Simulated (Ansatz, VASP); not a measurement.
**One calculation of Si3N4, two programs**

The input INCAR:

```
SYSTEM = Si3N4
  PREC = Accurate
  ENCUT = 520
  EDIFF = 1E-7
  ISMEAR = -1
  SIGMA = 0.05
  LREAL = .False.
  LASPH = .True.
  NELM = 100
  ALGO = Normal
  ISIF = 2
  LWAVE = .False.
  LCHARG = .False.
  GGA = PE
  NBANDS = 25
```

KPOINTS

```
regular mesh
0
Gamma
  7 7 7
  0 0 0
```

File POSCAR:

```
Si3N4
1.0
    4.2117962546      0.0000000000      0.0000000000
    0.0000000000      4.2117962546      0.0000000000
    0.0000000000      0.0000000000      4.2117962546
Si N
3 4
Direct
    0.0000000000      0.0000000000      0.5000000000
    0.5000000000      0.0000000000      0.0000000000
    0.0000000000      0.5000000000      0.0000000000
    0.2395200000      0.2395200000      0.7604800000
    0.7604800000      0.7604800000      0.7604800000
    0.2395200000      0.7604800000      0.2395200000
    0.7604800000      0.2395200000      0.2395200000
```

The input input.yaml:

```yaml
crystal:
  lattice:
    - [4.2117962546, 0.0, 0.0]
    - [0.0, 4.2117962546, 0.0]
    - [0.0, 0.0, 4.2117962546]
  atoms:
    - { symbol: Si, position: [0.0, 0.0, 0.5] }
    - { symbol: Si, position: [0.5, 0.0, 0.0] }
    - { symbol: Si, position: [0.0, 0.5, 0.0] }
    - { symbol: "N", position: [0.23952, 0.23952, 0.76048] }
    - { symbol: "N", position: [0.76048, 0.76048, 0.76048] }
    - { symbol: "N", position: [0.23952, 0.76048, 0.23952] }
    - { symbol: "N", position: [0.76048, 0.23952, 0.23952] }
hamiltonian:
  xc: pbe
  pseudopotentials: { kind: paw }
kpoints:
  mp_grid: { grid: [7, 7, 7] }
scf:
  occupations: { method: fermi_dirac, width: 0.05 }
output:
  forces: true
  stress: true
  eigenvalues: true
```

Alike in both runs: task single point; functional PBE; k mesh 7 × 7 × 7; occupations fermi-dirac, width 0.05 eV; no spin polarisation.

```csv
,VASP,Ansatz
version,VASP 6.6.1,Ansatz 0.2.0
potentials or method,"VASP PAW PBE potentials, release 64 (Si, N)",Ansatz PAW
plane-wave cutoff (eV),520,420
valence electrons in the cell,32,32
```

|  | VASP | Ansatz | Ansatz less VASP |
| --- | --- | --- | --- |
| gap on the k mesh at the Fermi level (eV) | 2.67 | 2.68 | +0.010 |
| least direct gap on the mesh (eV) | 2.84 | 2.85 | +0.010 |
| pressure (GPa) | -12.5 | -12.3 | +0.20 |
| rms of the force components (eV/Å) | 0.203 | 0.197 | -0.0060 |

Atom by atom the forces differ by 0.006 eV/Å (rms over components).

Noted on Ansatz's run: odd divisions of the mesh miss points on the zone boundary, where band edges often lie, so the gap on the mesh can be too wide.
